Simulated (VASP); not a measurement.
# Ta4C3 (P4mm) in VASP: single point with r2SCAN

Aim: the single point of Ta4C3 with r2SCAN.

Program: VASP 6.6.1. These are calculated values, not measurements. Logs are shortened: lines on timing, memory, paths and dates and some standing lists are left out, and cuts for length are marked.

## 1. The cell of the first run

It takes space group P4mm (No. 99, tetragonal). Conventional cell: a = 4.425 Å, b = 4.425 Å, c = 4.425 Å, α = 90.00°, β = 90.00°, γ = 90.00°. Ta (site symmetry 4mm) has 4 C at 2.21 Å within 2.9 Å. Ta (site symmetry 2mm) has 4 C at 2.16 to 2.27 Å within 2.9 Å. Ta (site symmetry 4mm) has 6 C at 1.90 to 2.52 Å within 2.6 Å. Within 2.6 Å of C (site symmetry 4mm) lie 6 Ta at 1.90 to 2.52 Å. Within 2.9 Å of C (site symmetry 2mm) lie 6 Ta at 2.16 to 2.27 Å and 2 C at 2.89 Å.

## 2. Single point, r2SCAN (atoms displaced along a vibrational mode)

POSCAR reads:

```
Ta4C3
1.0
    4.4247933843      0.0000000000      0.0000000000
    0.0000000000      4.4247933843      0.0000000000
    0.0000000000      0.0000000000      4.4247933843
Ta C
4 3
Direct
    0.0006420651      0.5000000000      0.5000000000
    0.5002793987      0.0000000000      0.5000000000
    0.5002793987      0.5000000000      0.0000000000
    0.0016750067      0.0000000000      0.0000000000
    0.4322002241      0.0000000000      0.0000000000
    0.0122371446      0.5000000000      0.0000000000
    0.0122371446      0.0000000000      0.5000000000
```

INCAR.step1 reads:

```
SYSTEM = Ta4C3
PREC     = Accurate       ! precision mode
ENCUT    = 520            ! plane-wave cutoff, eV
ISMEAR   = 0              ! smearing method
SIGMA    = 0.15           ! smearing width, eV
LREAL    = .False.        ! projectors in reciprocal space
LASPH    = .True.         ! aspherical terms in the spheres
NELM     = 80             ! most SCF steps
NBANDS   = 37             ! bands
GGA      = PE             ! functional
ALGO     = Normal         ! electronic algorithm
EDIFF    = 1E-4           ! SCF threshold, eV
LWAVE    = .True.         ! write WAVECAR
LCHARG   = .False.        ! write CHGCAR
```

INCAR.step2 reads:

```
SYSTEM = Ta4C3
PREC     = Accurate       ! precision mode
ENCUT    = 520            ! plane-wave cutoff, eV
EDIFF    = 1E-6           ! SCF threshold, eV
ISMEAR   = 0              ! smearing method
SIGMA    = 0.15           ! smearing width, eV
LREAL    = .False.        ! projectors in reciprocal space
LASPH    = .True.         ! aspherical terms in the spheres
NELM     = 80             ! most SCF steps
ALGO     = Normal         ! electronic algorithm
ISIF     = 2              ! what is computed and relaxed
LWAVE    = .False.        ! write WAVECAR
LCHARG   = .False.        ! write CHGCAR
METAGGA  = R2SCAN         ! meta-GGA
LMIXTAU  = .True.       
NBANDS   = 37             ! bands
ISTART   = 1
```

KPOINTS reads:

```
regular mesh
0
Gamma
  10 10 10
  0 0 0
```

Potentials or basis: VASP PAW PBE potentials, release 64 (Ta_pv, C).

Run with:

```sh
cat potpaw_PBE.64/Ta_pv/POTCAR potpaw_PBE.64/C/POTCAR > POTCAR
cp INCAR.step1 INCAR
mpirun -np 1 vasp_std > vasp.out
cp INCAR.step2 INCAR
mpirun -np 1 vasp_std > vasp.out
```

OUTCAR:

```text
SYSTEM = Ta4C3
   PREC = Accurate
   ENCUT = 520
   EDIFF = 1E-6
   ISMEAR = 0
   LREAL = .False.
   LASPH = .True.
   NELM = 80
   ISIF = 2
   METAGGA = R2SCAN
   ISTART = 1

 ion  position               nearest neighbor table
   1  0.001  0.500  0.500-   6 2.21   7 2.21   6 2.21   7 2.21   3 3.13   2 3.13   2 3.13   3 3.13
                             4 3.13   4 3.13   4 3.13   4 3.13   2 3.13   3 3.13   3 3.13   2 3.13
   2  0.500  0.000  0.500-   7 2.16   5 2.23   5 2.23   7 2.27   4 3.12   4 3.12   1 3.13   1 3.13
                             3 3.13   3 3.13   3 3.13   3 3.13   1 3.13   1 3.13   4 3.13   4 3.13
   3  0.500  0.500  0.000-   6 2.16   5 2.23   5 2.23   6 2.27   4 3.12   4 3.12   1 3.13   1 3.13
                             2 3.13   2 3.13   2 3.13   2 3.13   1 3.13   1 3.13   4 3.13   4 3.13
   4  0.002  0.000  0.000-   5 1.90   6 2.21   7 2.21   7 2.21   6 2.21   5 2.52   3 3.12   3 3.12
                             2 3.12   2 3.12   1 3.13   1 3.13   1 3.13   1 3.13   3 3.13   2 3.13
   5  0.432  0.000  0.000-   4 1.90   3 2.23   2 2.23   2 2.23   3 2.23   4 2.52
   6  0.012  0.500  0.000-   3 2.16   4 2.21   4 2.21   1 2.21   1 2.21   3 2.27
   7  0.012  0.000  0.500-   2 2.16   4 2.21   4 2.21   1 2.21   1 2.21   2 2.27

  LATTYP: Found a simple cubic cell.
 ALAT       =     4.4247933843

  Lattice vectors:

 A1 = (   4.4247933843,   0.0000000000,   0.0000000000)
 A2 = (   0.0000000000,   4.4247933843,   0.0000000000)
 A3 = (   0.0000000000,   0.0000000000,   4.4247933843)

Analysis of symmetry for initial positions (statically):
=====================================================================
 Subroutine PRICEL returns:
 Original cell was already a primitive cell.

 Routine SETGRP: Setting up the symmetry group for a
 simple cubic supercell.

 Subroutine GETGRP returns: Found  8 space group operations
 (whereof  8 operations were pure point group operations)
 out of a pool of 48 trial point group operations.

The static configuration has the point symmetry C_4v.

Analysis of symmetry for dynamics (positions and initial velocities):
=====================================================================
 Subroutine PRICEL returns:
 Original cell was already a primitive cell.

 Routine SETGRP: Setting up the symmetry group for a
 simple cubic supercell.

 Subroutine GETGRP returns: Found  8 space group operations
 (whereof  8 operations were pure point group operations)
 out of a pool of 48 trial point group operations.

The dynamic configuration has the point symmetry C_4v.

 Subroutine INISYM returns: Found  8 space group operations
 (whereof  8 operations are pure point group operations),
 and found     1 'primitive' translations

----------------------------------------------------------------------------------------

                                     Primitive cell

  volume of cell :      86.6321

  direct lattice vectors                    reciprocal lattice vectors
     4.424793384  0.000000000  0.000000000     0.225999253  0.000000000  0.000000000
     0.000000000  4.424793384  0.000000000     0.000000000  0.225999253  0.000000000
     0.000000000  0.000000000  4.424793384     0.000000000  0.000000000  0.225999253

  length of vectors
     4.424793384  4.424793384  4.424793384     0.225999253  0.225999253  0.225999253

  position of ions in fractional coordinates (direct lattice)
     0.000642065  0.500000000  0.500000000
     0.500279399  0.000000000  0.500000000
     0.500279399  0.500000000  0.000000000
     0.001675007  0.000000000  0.000000000
     0.432200224  0.000000000  0.000000000
     0.012237145  0.500000000  0.000000000
     0.012237145  0.000000000  0.500000000

  ion indices of the primitive-cell ions
   primitive index   ion index
                 1           1
                 2           2
                 3           3
                 4           4
                 5           5
                 6           6
                 7           7

----------------------------------------------------------------------------------------

 KPOINTS: regular mesh

Automatic generation of k-mesh.
 Grid dimensions read from file:
 generate k-points for:   10   10   10

 Generating k-lattice:

  Cartesian coordinates                     Fractional coordinates (reciprocal lattice)
     0.022599925  0.000000000  0.000000000     0.100000000  0.000000000  0.000000000
     0.000000000  0.022599925  0.000000000     0.000000000  0.100000000  0.000000000
     0.000000000  0.000000000  0.022599925     0.000000000  0.000000000  0.100000000

  Length of vectors
     0.022599925  0.022599925  0.022599925

  Shift w.r.t. Gamma in fractional coordinates (k-lattice)
     0.000000000  0.000000000  0.000000000

 Subroutine IBZKPT returns following result:
 ===========================================

 Found    126 irreducible k-points:

 Following reciprocal coordinates:
            Coordinates               Weight
  0.000000  0.000000  0.000000      1.000000
  0.100000  0.000000  0.000000      2.000000
  0.000000  0.100000  0.000000      4.000000
  0.200000  0.000000  0.000000      2.000000
  0.000000  0.200000  0.000000      4.000000
  0.300000  0.000000  0.000000      2.000000
[... 16 lines left out ...]
  0.500000  0.100000  0.000000      4.000000
  0.000000  0.500000  0.100000      4.000000
 [... further k-points ...]
   k-points           NKPTS =    126   k-points in BZ     NKDIM =    126   number of bands    NBANDS=     37
   number of dos      NEDOS =    301   number of ions     NIONS =      7
   total plane-waves  NPLWV =  46656
   dimension x,y,z NGX =    36 NGY =   36 NGZ =   36
   dimension x,y,z NGXF=    72 NGYF=   72 NGZF=   72
   ions per type =               4   3
   NGX,Y,Z   is equivalent  to a cutoff of  13.53, 13.53, 13.53 a.u.
   NGXF,Y,Z  is equivalent  to a cutoff of  27.05, 27.05, 27.05 a.u.
 SYSTEM =  Ta4C3
   PREC   = accura    normal or accurate (medium, high low for compatibility)
   ISTART =      1    job   : 0-new  1-cont  2-samecut
   ICHARG =      0    charge: 1-file 2-atom 10-const
   ISPIN  =      1    spin polarized calculation?
   LNONCOLLINEAR =      F non collinear calculations
   LSORBIT =      F    spin-orbit coupling
   LASPH  =      T    aspherical Exc in radial PAW
   ENCUT  =  520.0 eV  38.22 Ry    6.18 a.u.   8.23  8.23  8.23*2*pi/ulx,y,z
   NELM   =     80;   NELMIN=  2; NELMDL=  0     # of ELM steps
   EDIFF  = 0.1E-05   stopping-criterion for ELM
   LREAL  =      F    real-space projection
[... 7 lines left out ...]
   TEBEG  =    0.0;   TEEND  =   0.0 temperature during run
   PSTRESS=    0.0 pullay stress
   NELECT =      56.0000    total number of electrons
   NUPDOWN=      -1.0000    fix difference up-down
   EMIN   =  10.00;   EMAX   =-10.00  energy-range for DOS
   EFERMI =   0.00;   METHOD = LEGACY
   ISMEAR =     0;   SIGMA  =   0.15  broadening in eV -4-tet -1-fermi 0-gaus
   EFERMI_NEDOS =   21; number of points for ismear=-14 and -15
   IALGO  =     38    algorithm
   IMIX   =      4    mixing-type and parameters
     AMIX     =   0.40;   BMIX     =  1.00
     AMIX_MAG =   1.60;   BMIX_MAG =  1.00
  volume/ion in A,a.u.               =      12.38        83.52
  Fermi-wavevector in a.u.,A,eV,Ry     =   1.415504  2.674915 27.261344  2.003652
  Thomas-Fermi vector in A             =   2.536936
   LORBIT       =      0    0 simple, 1 ext, 2 COOP (PROOUT), +10 PAW based schemes
   METAGGA = R2SCAN    functional components
   LHFCALC =     F    Hartree Fock is set to
   AEXX    =    0.0000 exact exchange contribution
   IVDW    =     0    specifies the selected vdW correction
   LEPSILON=     F    determine dielectric tensor
   LRPA    =     F    only Hartree local field effects (RPA)
 non-spin polarized calculation
 Gauss-broadening in eV      SIGMA  =   0.15
  energy-cutoff  :      520.00
  volume of cell :       86.63
 maximum number of plane-waves:      2360
 NGX is ok and might be reduce to    36
   NGX = 17   NGY = 17   NGZ = 17

 number of electron      56.0000014 magnetization

 Free energy of the ion-electron system (eV)
  ---------------------------------------------------
  ext. energy  EPLUGINS =         0.00000000
  ---------------------------------------------------
  free energy    TOTEN  =      -226.92683818 eV

  energy without entropy =     -226.88924639  energy(sigma->0) =     -226.90804229

 E-fermi :   7.2090     XC(G=0): -13.9794

 val. band max:        7.2003970172   @ k =   0.0000   0.1000   0.0000
 cond. band min:       7.2271486421   @ k =   0.3000   0.3000   0.1000
 fundamental gap:      0.0267516249
 Fermi energy:         7.2090341569

 k-point     1 :       0.0000    0.0000    0.0000
  band No.  band energies     occupation
      1     -29.5065      2.00000
      2     -29.3754      2.00000
      3     -29.3754      2.00000
      4     -28.8017      2.00000
      5     -28.7823      2.00000
      6     -28.7823      2.00000
[... 29 lines left out ...]
     36      11.2887      0.00000
     37      12.0467      0.00000

 k-point     2 :       0.1000    0.0000    0.0000
  band No.  band energies     occupation
      1     -29.4992      2.00000
      2     -29.3693      2.00000
      3     -29.3693      2.00000
      4     -28.8026      2.00000
      5     -28.7851      2.00000
      6     -28.7851      2.00000
[... 29 lines left out ...]
     36      11.3425      0.00000
     37      12.0498      0.00000

 k-point     3 :       0.0000    0.1000    0.0000
  band No.  band energies     occupation
      1     -29.5018      2.00000
      2     -29.3698      2.00000
      3     -29.3666      2.00000
      4     -28.8013      2.00000
      5     -28.7838      2.00000
      6     -28.7799      2.00000
[... 29 lines left out ...]
     36      11.4440      0.00000
     37      12.0739      0.00000
[... 761 lines left out ...]
 k-point    23 :       0.5000    0.1000    0.0000
  band No.  band energies     occupation
      1     -29.4304      2.00000
      2     -29.3103      2.00000
      3     -29.2993      2.00000
      4     -28.8362      2.00000
      5     -28.8311      2.00000
      6     -28.8248      2.00000
[... 29 lines left out ...]
     36      10.9874      0.00000
     37      11.5290      0.00000

 k-point    24 :       0.0000    0.5000    0.1000
  band No.  band energies     occupation
      1     -29.4489      2.00000
      2     -29.3151      2.00000
      3     -29.2795      2.00000
      4     -28.8422      2.00000
      5     -28.8162      2.00000
      6     -28.7783      2.00000
[... 29 lines left out ...]
     36      10.6641      0.00000
     37      10.9801      0.00000

 [... further k-points ...]

------------------------ aborting loop because EDIFF is reached ----------------------------------------

  FORCE on cell =-STRESS in cart. coord.  units (eV):
  Direction    XX          YY          ZZ          XY          YZ          ZX
  --------------------------------------------------------------------------------------
  -------------------------------------------------------------------------------------
  Total        7.2148974      0.6985487      0.6985487      0.0000000      0.0000000     -0.0000000
  in kB      133.4325409     12.9189820     12.9189820      0.0000000      0.0000000     -0.0000000
  external PRESSURE =      53.0901683 kB  Pullay stress =       0.0000000 kB

 VOLUME and BASIS-vectors are now :
 -----------------------------------------------------------------------------
  energy-cutoff  :      520.00
  volume of cell :       86.63
      direct lattice vectors                 reciprocal lattice vectors
     4.424793384  0.000000000  0.000000000     0.225999253  0.000000000  0.000000000
     0.000000000  4.424793384  0.000000000     0.000000000  0.225999253  0.000000000
     0.000000000  0.000000000  4.424793384     0.000000000  0.000000000  0.225999253

 POSITION                                       TOTAL-FORCE (eV/Angst)
 -----------------------------------------------------------------------------------
      0.00284      2.21240      2.21240        -0.741342     -0.000000      0.000000
      2.21363      0.00000      2.21240        -0.244661      0.000000      0.000000
      2.21363      2.21240      0.00000        -0.244661      0.000000     -0.000000
      0.00741      0.00000      0.00000        -2.854886      0.000000     -0.000000
      1.91240      0.00000      0.00000         5.919458     -0.000000      0.000000
      0.05415      2.21240      0.00000        -0.916954      0.000000      0.000000
      0.05415      0.00000      2.21240        -0.916954     -0.000000     -0.000000
 -----------------------------------------------------------------------------------
    total drift:                               -0.005430      0.000000      0.000001

  FREE ENERGIE OF THE ION-ELECTRON SYSTEM (eV)
  ---------------------------------------------------
  free  energy   TOTEN  =      -226.9268381808 eV

  energy  without entropy=     -226.8892463897  energy(sigma->0) =     -226.90804229
```

Run time: 14 min. Hardware: 1 thread of AMD EPYC 9R45 (Zen 5), shared host; peak memory 0.4 GiB.

Results:

| Item | Value |
| --- | --- |
| Free energy | -226.9268 eV |
| Pressure | 5.3 GPa |
| Largest force | 5.919 eV/Å |
| Band gap on the k mesh | zero (bands 28 and 29 overlap by 0.88 eV) |

Forces on the atoms (eV/Å):
```
Ta  -0.741  0.000  0.000
Ta  -0.245  0.000  0.000
Ta  -0.245  0.000  0.000
Ta  -2.855  0.000  0.000
C    5.919  0.000  0.000
C   -0.917  0.000  0.000
C   -0.917  0.000  0.000
```

Levels at points of the mesh, in eV from the Fermi level:
| k point | band 26 | band 27 | band 28 | band 29 | band 30 | band 31 |
| --- | --- | --- | --- | --- | --- | --- |
| (0.00, 0.00, 0.00) | -1.38 | -0.65 | -0.65 | -0.47 | 0.14 | 0.14 |
| (0.50, 0.00, 0.00) | -2.07 | -2.07 | 0.25 | 0.25 | 0.79 | 2.04 |
| (0.00, 0.50, 0.00) | -2.13 | -1.47 | 0.26 | 0.27 | 0.78 | 0.92 |
| (0.50, 0.50, 0.00) | -1.80 | -0.41 | -0.40 | 1.72 | 1.93 | 1.95 |
| (0.00, 0.50, 0.50) | -1.81 | -0.44 | -0.44 | 1.39 | 1.85 | 1.85 |
| (0.50, 0.50, 0.50) | -1.19 | -1.12 | -0.37 | 3.42 | 3.56 | 3.59 |

Caveat: the cell differs from its parent crystal (atoms displaced along a vibrational mode); the cell stands under pressure; the PAW data sets were made with another functional, which shifts forces and pressure a little; spin-orbit coupling is left out, which moves the levels of the heavy elements.
